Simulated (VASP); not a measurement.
A run of VASP 6.6.1:

File POSCAR:

```
Be
1.0
    2.1595871634      0.0000000000      0.0000000000
   -1.0797935817      1.8702573452      0.0000000000
    0.0000000000      0.0000000000      3.4165140578
Be
2
Direct
    0.3333333333      0.6666666667      0.2500000000
    0.6666666667      0.3333333333      0.7500000000
```

File INCAR.step1:

```
ALGO = Normal ; EDIFF = 1E-4
ENCUT = 600 ; GGA = PE
ISMEAR = -1 ; LASPH = T
LCHARG = F ; LREAL = F
LWAVE = T ; NELM = 80
PREC = Accurate ; SIGMA = 0.1
```

The input INCAR.step2:

```
ALGO = Normal ; EDIFF = 1E-6
EDIFFG = -0.002 ; ENCUT = 600
IBRION = 2 ; ISIF = 3
ISMEAR = -1 ; ISTART = 1
LASPH = T ; LCHARG = F
LMIXTAU = T ; LREAL = F
LWAVE = F ; METAGGA = R2SCAN
NELM = 80 ; NSW = 80
PREC = Accurate ; PSTRESS = 212.0
SIGMA = 0.1
```

KPOINTS

```
k-points
0
Gamma
  21 21 12
```

Potentials or basis: VASP PAW PBE potentials, release 64 (Be).

The run is started by

```console
$ cat potpaw_PBE.64/Be/POTCAR > POTCAR
$ cp INCAR.step1 INCAR
$ mpirun -np 1 vasp_std > vasp.out
$ cp INCAR.step2 INCAR
$ mpirun -np 1 vasp_std > vasp.out
```

Hardware: 1 thread of Intel(R) Xeon(R) 6975P-C (Granite Rapids), on a shared host.

Problem. How long does it take, and how much memory?

Solution. Wall time 2.1 min on 1 thread of Intel(R) Xeon(R) 6975P-C (Granite Rapids), on a shared host, peak memory 0.14 GiB. Counts: k points 336, ion steps 5.
